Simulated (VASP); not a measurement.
Here is a VASP 6.6.1 calculation.

INCAR

```
PREC     = Accurate       # precision mode
ENCUT    = 520            # plane-wave cutoff, eV
EDIFF    = 1E-6           # SCF threshold, eV
ISMEAR   = 0              # smearing method
SIGMA    = 0.018000000000000002 # smearing width, eV
LREAL    = False          # projectors in reciprocal space
LASPH    = True           # aspherical terms in the spheres
NELM     = 100            # most SCF steps
ALGO     = Normal         # electronic algorithm
ISIF     = 2              # what is computed and relaxed
LWAVE    = False          # write WAVECAR
LCHARG   = True           # write CHGCAR
GGA      = PE             # functional
LELF     = True           # ELF
LVHAR    = True         
NBANDS   = 26             # bands
```

The input KPOINTS:

```
regular mesh
0
Gamma
  7 7 4
```

File POSCAR:

```
CdSe
1.0
    4.3000000000      0.0000000000      0.0000000000
   -2.1500000000      3.7239092363      0.0000000000
    0.0000000000      0.0000000000      7.0200000000
Cd Se
2 2
Direct
    0.6666666667      0.3333333333      0.5000000000
    0.3333333333      0.6666666667      0.0000000000
    0.6666666667      0.3333333333      0.8850000000
    0.3333333333      0.6666666667      0.3850000000
```

Potentials or basis: VASP PAW PBE potentials, release 64 (Cd, Se).

Run with:

```bash
$ cat potpaw_PBE.64/Cd/POTCAR potpaw_PBE.64/Se/POTCAR > POTCAR
$ mpirun -np 1 vasp_std > vasp.out
```

Problem. Predict the band gap on the k mesh.

Solution. 0.70 eV, direct.

Problem. What does it give for the largest force?

Solution. 0.291 eV/Å.

Problem. Predict the pressure.

Solution. 3.3 GPa.

Stress tensor (GPa, compression positive):
```
4.03 0.00 0.00
0.00 4.03 0.00
0.00 0.00 1.93
```

PBE gaps usually lie below the measured ones, often by a third to a half.
